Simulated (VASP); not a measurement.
# Ca in VASP: further runs, part 2 of 3

VASP 6.6.1.

### Step 3. Single point, PBEsol (strained)

The input, INCAR:

```
SYSTEM = Ca
PREC = Accurate
ENCUT = 520
EDIFF = 1E-6
ISMEAR = 0
SIGMA = 0.1
LREAL = .False.
LASPH = .True.
NELM = 100
ALGO = Normal
ISIF = 2
LWAVE = .False.
LCHARG = .False.
GGA = PS
NBANDS = 11
```

The input, KPOINTS:

```
Automatic mesh
0
Gamma
  14 14 14
  0 0 0
```

The input, POSCAR:

```
Ca
1.0
   -2.2689573774      2.2689573774      2.1937210449
    2.2689573774     -2.2689573774      2.1937210449
    2.2689573774      2.2689573774     -2.1937210449
Ca
1
Direct
    0.5000000000      0.5000000000      0.0000000000
```

Potentials or basis: VASP PAW PBE potentials, release 64 (Ca_sv).

On the command line:

```bash
$ cat potpaw_PBE.64/Ca_sv/POTCAR > POTCAR
$ mpirun -np 1 vasp_std > vasp.out
```

OUTCAR:

```text
SYSTEM = Ca
   PREC = Accurate
   ENCUT = 520
   EDIFF = 1E-6
   ISMEAR = 0
   LREAL = .False.
   LASPH = .True.
   NELM = 100
   ISIF = 2
   GGA = PS

 ion  position               nearest neighbor table
   1  0.500  0.500  0.000-

  LATTYP: Found a body centered tetragonal cell.
 ALAT       =     4.5379147548
 C/A-ratio  =     0.9668410111

  Lattice vectors:

 A1 = (  -2.2689573774,   2.2689573774,   2.1937210449)
 A2 = (   2.2689573774,  -2.2689573774,   2.1937210449)
 A3 = (   2.2689573774,   2.2689573774,  -2.1937210449)

Analysis of symmetry for initial positions (statically):
=====================================================================
 Subroutine PRICEL returns:
 Original cell was already a primitive cell.

 Routine SETGRP: Setting up the symmetry group for a
 body centered tetragonal supercell.

 Subroutine GETGRP returns: Found 16 space group operations
 (whereof 16 operations were pure point group operations)
 out of a pool of 16 trial point group operations.

The static configuration has the point symmetry D_4h.

Analysis of symmetry for dynamics (positions and initial velocities):
=====================================================================
 Subroutine PRICEL returns:
 Original cell was already a primitive cell.

 Routine SETGRP: Setting up the symmetry group for a
 body centered tetragonal supercell.

 Subroutine GETGRP returns: Found 16 space group operations
 (whereof 16 operations were pure point group operations)
 out of a pool of 16 trial point group operations.

The dynamic configuration has the point symmetry D_4h.

 Subroutine INISYM returns: Found 16 space group operations
 (whereof 16 operations are pure point group operations),
 and found     1 'primitive' translations

----------------------------------------------------------------------------------------

                                     Primitive cell

  volume of cell :      45.1746

[... 112 lines left out ...]
   LHFCALC =     F    Hartree Fock is set to
   AEXX    =    0.0000 exact exchange contribution
   IVDW    =     0    specifies the selected vdW correction
   LEPSILON=     F    determine dielectric tensor
   LRPA    =     F    only Hartree local field effects (RPA)
 non-spin polarized calculation
 Gauss-broadening in eV      SIGMA  =   0.10
  energy-cutoff  :      520.00
  volume of cell :       45.17
 maximum number of plane-waves:      1232
 NGX is ok and might be reduce to    30
   NGX = 15   NGY = 15   NGZ = 15

 number of electron      10.0000001 magnetization

 Free energy of the ion-electron system (eV)
  ---------------------------------------------------
  ext. energy  EPLUGINS =         0.00000000
  ---------------------------------------------------
  free energy    TOTEN  =        -2.09697252 eV

  energy without entropy =       -2.08876639  energy(sigma->0) =       -2.09286945

 E-fermi :   1.6842     XC(G=0):  -7.5977

 val. band max:        1.6841036314   @ k =  -0.2857   0.5000   0.2857
 cond. band min:       1.6847383210   @ k =  -0.3571  -0.4286   0.2857
 fundamental gap:      0.0006346896
 Fermi energy:         1.6842453885

 k-point     1 :       0.0000    0.0000    0.0000
  band No.  band energies     occupation
      1     -40.3763      2.00000
      2     -21.3763      2.00000
      3     -21.3716      2.00000
      4     -21.3716      2.00000
      5      -2.2741      2.00000
      6       3.7668      0.00000
      7       3.9122      0.00000
      8       3.9122      0.00000
      9       4.7599      0.00000
     10       4.9412      0.00000
     11      11.4363      0.00000
[... 309 lines left out ...]
 k-point    24 :       0.2857    0.1429    0.0000
  band No.  band energies     occupation
      1     -40.3666      2.00000
      2     -21.4636      2.00000
      3     -21.4064      2.00000
      4     -21.3819      2.00000
      5      -0.0431      2.00000
      6       2.4823      0.00000
      7       2.9546      0.00000
      8       4.6724      0.00000
      9       5.1387      0.00000
     10       5.3703      0.00000
     11       7.3386      0.00000

 [... further k-points ...]

------------------------ aborting loop because EDIFF is reached ----------------------------------------

  FORCE on cell =-STRESS in cart. coord.  units (eV):
  Direction    XX          YY          ZZ          XY          YZ          ZX
  --------------------------------------------------------------------------------------
  -------------------------------------------------------------------------------------
  Total       -0.4453540     -0.4453540     -0.4622940      0.0000000      0.0000000      0.0000000
  in kB      -15.7950811    -15.7950811    -16.3958809      0.0000000      0.0000000      0.0000000
  external PRESSURE =     -15.9953477 kB  Pullay stress =       0.0000000 kB

 VOLUME and BASIS-vectors are now :
 -----------------------------------------------------------------------------
  energy-cutoff  :      520.00
  volume of cell :       45.17
      direct lattice vectors                 reciprocal lattice vectors
    -2.268957377  2.268957377  2.193721045     0.000000000  0.220365532  0.227923236
     2.268957377 -2.268957377  2.193721045     0.220365532  0.000000000  0.227923236
     2.268957377  2.268957377 -2.193721045     0.220365532  0.220365532  0.000000000

 POSITION                                       TOTAL-FORCE (eV/Angst)
 -----------------------------------------------------------------------------------
      0.00000      0.00000      2.19372        -0.000000     -0.000000      0.000000
 -----------------------------------------------------------------------------------
    total drift:                                0.000000     -0.000000      0.000000

  FREE ENERGIE OF THE ION-ELECTRON SYSTEM (eV)
  ---------------------------------------------------
  free  energy   TOTEN  =        -2.0969725211 eV

  energy  without entropy=       -2.0887663862  energy(sigma->0) =       -2.09286945
```

OSZICAR:

```text
N       E                     dE             d eps       ncg     rms          rms(c)
DAV:   1     0.694197367568E+02    0.69420E+02   -0.52569E+03  5368   0.800E+02
DAV:   2     0.125923825058E+01   -0.68160E+02   -0.67546E+02  5875   0.217E+02
DAV:   3    -0.193352224118E+01   -0.31928E+01   -0.31597E+01  9574   0.392E+01
DAV:   4    -0.209899143911E+01   -0.16547E+00   -0.16501E+00  6895   0.506E+00
DAV:   5    -0.210036094817E+01   -0.13695E-02   -0.13693E-02  7494   0.592E-01    0.233E+00
DAV:   6    -0.209801921143E+01    0.23417E-02   -0.73181E-03  6583   0.100E+00    0.140E+00
DAV:   7    -0.209709184955E+01    0.92736E-03   -0.14253E-02  5608   0.145E+00    0.855E-02
DAV:   8    -0.209696119402E+01    0.13066E-03   -0.96017E-04  6926   0.266E-01    0.184E-02
DAV:   9    -0.209697175977E+01   -0.10566E-04   -0.72645E-05  6922   0.732E-02    0.635E-03
DAV:  10    -0.209697313861E+01   -0.13788E-05   -0.53392E-06  8111   0.199E-02    0.133E-03
DAV:  11    -0.209697252112E+01    0.61749E-06   -0.25628E-07  3716   0.583E-03
   1 F= -.20969725E+01 E0= -.20928695E+01  d E =-.820613E-02
```

It took 1.9 min on 1 thread of Oxide Virtual Turin-like, shared host; peak memory 0.22 GiB.

What came out:

- Free energy: -2.0970 eV
- Pressure: -1.6 GPa
- Band gap on the k mesh: zero (bands 5 and 6 overlap by 0.36 eV)

Caveat: the cell differs from its parent crystal (strained); the PAW data sets were made with another functional, which shifts forces and pressure a little.

### Step 4. Single point, PBEsol (strained)

The input, INCAR:

```
PREC = Accurate ; ENCUT = 520
EDIFF = 1E-7 ; ISMEAR = 0
SIGMA = 0.1 ; LREAL = False
LASPH = True ; NELM = 100
ALGO = Fast ; ISIF = 2
LWAVE = False ; LCHARG = True
GGA = PS ; LELF = True
LVHAR = True ; NBANDS = 11
```

The input, KPOINTS:

```
Automatic mesh
0
Gamma
  12 12 12
```

The input, POSCAR:

```
Ca
1.0
   -2.2234860523      2.1895479488      2.2092256154
    2.2234860523     -2.1895479488      2.2092256154
    2.2166940211      2.1827559177     -2.2092256154
Ca
1
Direct
    0.5000000000      0.5000000000      0.0000000000
```

Potentials or basis: VASP PAW PBE potentials, release 64 (Ca_sv).

On the command line:

```bash
$ cat potpaw_PBE.64/Ca_sv/POTCAR > POTCAR
$ mpirun -np 1 vasp_std > vasp.out
```

OUTCAR:

```text
PREC = Accurate
   ENCUT = 520
   EDIFF = 1E-7
   ISMEAR = 0
   LREAL = False
   LASPH = True
   NELM = 100
   ISIF = 2
   GGA = PS

 ion  position               nearest neighbor table
   1  0.500  0.500  0.000-

  LATTYP: Found a base centered monoclinic cell.
 ALAT       =     6.2219468913
 B/A-ratio  =     0.7101396569
 C/A-ratio  =     0.7027236359
 COS(beta)  =    -0.7005234426

  Lattice vectors:

 A1 = (  -2.2166940211,  -2.1827559177,  -2.2092256154)
 A2 = (  -2.2166940211,  -2.1827559177,   2.2092256154)
 A3 = (  -0.0067920312,   4.3723038665,   0.0000000000)

Analysis of symmetry for initial positions (statically):
=====================================================================
 Subroutine PRICEL returns:
 Original cell was already a primitive cell.

 Routine SETGRP: Setting up the symmetry group for a
 base centered monoclinic supercell.

 Subroutine GETGRP returns: Found  4 space group operations
 (whereof  4 operations were pure point group operations)
 out of a pool of  4 trial point group operations.

The static configuration has the point symmetry C_2h.

Analysis of symmetry for dynamics (positions and initial velocities):
=====================================================================
 Subroutine PRICEL returns:
 Original cell was already a primitive cell.

 Routine SETGRP: Setting up the symmetry group for a
 base centered monoclinic supercell.

 Subroutine GETGRP returns: Found  4 space group operations
 (whereof  4 operations were pure point group operations)
 out of a pool of  4 trial point group operations.

The dynamic configuration has the point symmetry C_2h.

 Subroutine INISYM returns: Found  4 space group operations
 (whereof  4 operations are pure point group operations),
 and found     1 'primitive' translations

----------------------------------------------------------------------------------------

                                     Primitive cell

  volume of cell :      42.8894
[... 113 lines left out ...]
   LHFCALC =     F    Hartree Fock is set to
   AEXX    =    0.0000 exact exchange contribution
   IVDW    =     0    specifies the selected vdW correction
   LEPSILON=     F    determine dielectric tensor
   LRPA    =     F    only Hartree local field effects (RPA)
 non-spin polarized calculation
 RMM-DIIS sequential band-by-band and
 Gauss-broadening in eV      SIGMA  =   0.10
  energy-cutoff  :      520.00
  volume of cell :       42.89
 maximum number of plane-waves:      1172
   NGX = 15   NGY = 15   NGZ = 15

 number of electron      10.0000000 magnetization

 Free energy of the ion-electron system (eV)
  ---------------------------------------------------
  ext. energy  EPLUGINS =         0.00000000
  ---------------------------------------------------
  free energy    TOTEN  =        -2.11350355 eV

  energy without entropy =       -2.10423604  energy(sigma->0) =       -2.10886980

 E-fermi :   1.8895     XC(G=0):  -7.7585

 val. band max:        1.8886587320   @ k =  -0.4167  -0.4167   0.0833
 cond. band min:       1.8904273443   @ k =   0.2500   0.0833   0.3333
 fundamental gap:      0.0017686124
 Fermi energy:         1.8894721770

 k-point     1 :       0.0000    0.0000    0.0000
  band No.  band energies     occupation
      1     -40.0500      2.00000
      2     -21.0438      2.00000
      3     -21.0419      2.00000
      4     -21.0410      2.00000
      5      -2.1721      2.00000
      6       4.0944      0.00000
      7       4.1428      0.00000
      8       4.1655      0.00000
      9       5.1442      0.00000
     10       5.2218      0.00000
     11      11.9752      0.00000
[... 309 lines left out ...]
 k-point    24 :       0.3333    0.1667   -0.0000
  band No.  band energies     occupation
      1     -40.0359      2.00000
      2     -21.1605      2.00000
      3     -21.0935      2.00000
      4     -21.0534      2.00000
      5       0.7513      2.00000
      6       2.3248      0.00000
      7       3.0430      0.00000
      8       5.0586      0.00000
      9       5.4160      0.00000
     10       6.1807      0.00000
     11       7.1962      0.00000

 [... further k-points ...]

------------------------ aborting loop because EDIFF is reached ----------------------------------------

  FORCE on cell =-STRESS in cart. coord.  units (eV):
  Direction    XX          YY          ZZ          XY          YZ          ZX
  --------------------------------------------------------------------------------------
  -------------------------------------------------------------------------------------
  Total       -0.2408403     -0.2491436     -0.2448078      0.0080868      0.0000000      0.0000000
  in kB       -8.9968350     -9.3070122     -9.1450443      0.3020916      0.0000000      0.0000000
  external PRESSURE =      -9.1496305 kB  Pullay stress =       0.0000000 kB

 VOLUME and BASIS-vectors are now :
 -----------------------------------------------------------------------------
  energy-cutoff  :      520.00
  volume of cell :       42.89
      direct lattice vectors                 reciprocal lattice vectors
    -2.223486052  2.189547949  2.209225615     0.000349856  0.228712918  0.226323648
     2.223486052 -2.189547949  2.209225615     0.225216626  0.000349856  0.226323648
     2.216694021  2.182755918 -2.209225615     0.225566483  0.229062774  0.000000000

 POSITION                                       TOTAL-FORCE (eV/Angst)
 -----------------------------------------------------------------------------------
      0.00000      0.00000      2.20923        -0.000000      0.000000     -0.000000
 -----------------------------------------------------------------------------------
    total drift:                                0.000000     -0.000000      0.000000

  FREE ENERGIE OF THE ION-ELECTRON SYSTEM (eV)
  ---------------------------------------------------
  free  energy   TOTEN  =        -2.1135035546 eV

  energy  without entropy=       -2.1042360365  energy(sigma->0) =       -2.10886980
```

OSZICAR:

```text
N       E                     dE             d eps       ncg     rms          rms(c)
DAV:   1     0.697723578010E+02    0.69772E+02   -0.52944E+03 10472   0.807E+02
DAV:   2     0.115722032394E+01   -0.68615E+02   -0.67964E+02 11471   0.218E+02
DAV:   3    -0.195825376649E+01   -0.31155E+01   -0.30840E+01 18634   0.393E+01
DAV:   4    -0.211840640388E+01   -0.16015E+00   -0.15981E+00 13226   0.504E+00
DAV:   5    -0.211979038847E+01   -0.13840E-02   -0.13838E-02 14874   0.587E-01    0.229E+00
RMM:   6    -0.211526674647E+01    0.45236E-02   -0.63305E-03 11075   0.984E-01    0.141E+00
RMM:   7    -0.211341230991E+01    0.18544E-02   -0.20179E-02 11878   0.187E+00    0.104E-01
RMM:   8    -0.211340480288E+01    0.75070E-05   -0.37100E-03 12914   0.577E-01    0.269E-02
RMM:   9    -0.211347211041E+01   -0.67308E-04   -0.88175E-04 15378   0.263E-01    0.265E-02
RMM:  10    -0.211350070160E+01   -0.28591E-04   -0.12913E-04 16190   0.107E-01    0.237E-02
RMM:  11    -0.211350204604E+01   -0.13444E-05   -0.99149E-05 14852   0.893E-02    0.198E-02
RMM:  12    -0.211350273825E+01   -0.69221E-06   -0.11569E-05 16103   0.352E-02    0.112E-02
RMM:  13    -0.211350437209E+01   -0.16338E-05   -0.28489E-06 14888   0.201E-02    0.695E-03
RMM:  14    -0.211350327075E+01    0.11013E-05   -0.14477E-06 15576   0.915E-03    0.217E-03
RMM:  15    -0.211350346740E+01   -0.19664E-06   -0.27854E-07 12244   0.419E-03    0.885E-04
RMM:  16    -0.211350355459E+01   -0.87190E-07   -0.72391E-08 10284   0.178E-03
   1 F= -.21135036E+01 E0= -.21088698E+01  d E =-.926752E-02
```

stdout:

```text
POSCAR found type information on POSCAR Ca
 POSCAR found :  1 types and       1 ions
 scaLAPACK will be used
 -----------------------------------------------------------------------------
|                                                                             |
|                                                                             |
|     You enforced a specific xc type in the INCAR file but a different       |
[... 34 lines left out ...]
WARNING in EDDRMM: call to ZHEGV failed, returncode =   6  3      5
WARNING in EDDRMM: call to ZHEGV failed, returncode =   8  4     10
WARNING in EDDRMM: call to ZHEGV failed, returncode =   8  4      8
WARNING in EDDRMM: call to ZHEGV failed, returncode =   6  3      5
WARNING in EDDRMM: call to ZHEGV failed, returncode =   8  4      8
WARNING in EDDRMM: call to ZHEGV failed, returncode =   6  3      9
WARNING in EDDRMM: call to ZHEGV failed, returncode =   8  4      9
```

It took 5.9 min on 1 thread of Oxide Virtual Turin-like, shared host; peak memory 0.29 GiB.

What came out:

```yaml
Free_energy: -2.1135 eV
Pressure: -0.9 GPa
Band_gap_on_the_k_mesh: zero (bands 5 and 6 overlap by 0.39 eV)
```

Levels at points of the mesh, in eV from the Fermi level:
```csv
k point,band 2,band 3,band 4,band 5,band 6,band 7,band 8,band 9
"(0.00, 0.00, 0.00)",-22.93,-22.93,-22.93,-4.06,2.20,2.25,2.28,3.25
"(0.50, 0.00, 0.00)",-23.07,-22.98,-22.93,-0.91,-0.03,1.26,3.22,3.58
"(0.00, 0.50, 0.00)",-23.07,-22.98,-22.93,-0.94,-0.08,1.35,3.14,3.54
"(0.50, 0.50, 0.00)",-23.07,-22.98,-22.93,-0.92,-0.05,1.29,3.20,3.58
"(0.00, 0.00, 0.50)",-23.07,-22.98,-22.93,-0.91,-0.03,1.29,3.19,3.56
"(0.50, 0.50, 0.50)",-23.03,-23.03,-23.03,0.04,0.06,3.72,3.80,3.97
```

Caveat: the cell differs from its parent crystal (strained); the PAW data sets were made with another functional, which shifts forces and pressure a little.

### Step 5. Single point, PBEsol (strained)

The input, INCAR:

```
SYSTEM = Ca
PREC = Accurate
ENCUT = 520
EDIFF = 1E-6
ISMEAR = 0
SIGMA = 0.1
LREAL = .False.
LASPH = .True.
NELM = 100
ALGO = Fast
ISIF = 2
LWAVE = .False.
LCHARG = .False.
GGA = PS
NBANDS = 11
```

The input, KPOINTS:

```
Automatic mesh
0
Gamma
  12 12 12
  0 0 0
```

The input, POSCAR:

```
Ca
1.0
   -2.2600924537      2.2914477746      2.3064945967
    2.2600924537     -2.2475254784      2.2623904986
    2.2600924537      2.2475254784     -2.2623904986
Ca
1
Direct
    0.5000000000      0.5000000000      0.0000000000
```

On the command line:

```bash
$ cat potpaw_PBE.64/Ca_sv/POTCAR > POTCAR
$ mpirun -np 1 vasp_std > vasp.out
```

Run time: 4.3 min. Hardware: 1 thread of Oxide Virtual Turin-like, shared host; peak memory 0.33 GiB.

It converged, with:

```yaml
Free_energy: -2.0765 eV
Pressure: -2.0 GPa
Band_gap_on_the_k_mesh: zero (bands 5 and 6 overlap by 0.47 eV)
```

Stress tensor (GPa, compression positive):
```
-2.00  0.00  0.00
 0.00 -2.01 -0.19
 0.00 -0.19 -2.00
```

Levels at points of the mesh, in eV from the Fermi level:
| k point | band 3 | band 4 | band 5 | band 6 | band 7 | band 8 |
| --- | --- | --- | --- | --- | --- | --- |
| (0.00, 0.00, 0.00) | -23.16 | -23.15 | -3.89 | 2.07 | 2.09 | 2.18 |
| (0.50, 0.00, 0.00) | -23.19 | -23.16 | -0.93 | -0.18 | 1.28 | 2.97 |
| (0.00, 0.50, 0.00) | -23.19 | -23.16 | -0.88 | -0.11 | 1.27 | 2.95 |
| (0.50, 0.50, 0.00) | -23.19 | -23.16 | -0.86 | -0.09 | 1.24 | 2.99 |
| (0.00, 0.50, 0.50) | -23.19 | -23.15 | -0.84 | -0.06 | 1.31 | 2.90 |
| (0.50, 0.50, 0.50) | -23.23 | -23.22 | 0.13 | 0.15 | 3.41 | 3.52 |

Caveat: the cell differs from its parent crystal (strained); the PAW data sets were made with another functional, which shifts forces and pressure a little.

(Continued in part 3 of 3.)
